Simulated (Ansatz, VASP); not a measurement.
## Zn: VASP beside Ansatz

```xyz
1
Lattice="0.0000 1.9643 1.9643 1.9643 0.0000 1.9643 1.9643 1.9643 0.0000" Properties=species:S:1:pos:R:3 pbc="T T T"
Zn    0.0000    0.0000    0.0000
```

Alike in both runs: functional PBE; k mesh 18 × 18 × 18; occupations gaussian, width 0.1 eV; no spin polarisation.

Ansatz relaxed the structure, and its values are those at the end. VASP's run is a single point on that final structure, the one shown.

|  | VASP | Ansatz |
| --- | --- | --- |
| version | VASP 6.6.1 | Ansatz 0.2.0 |
| potentials or method | VASP PAW PBE potentials, release 64 (Zn), cutoff 500 eV | scalar-relativistic, plane waves, PAW |
| valence electrons in the cell | 12 | 12 |

Ansatz gave:

* gap on the k mesh at the Fermi level (eV): none
* pressure (GPa): 0.0

Estimate VASP's values.

gap on the k mesh at the Fermi level (eV): none; pressure (GPa): 0.4.

A gap of «none» marks a metal or a gap that the smearing closes.
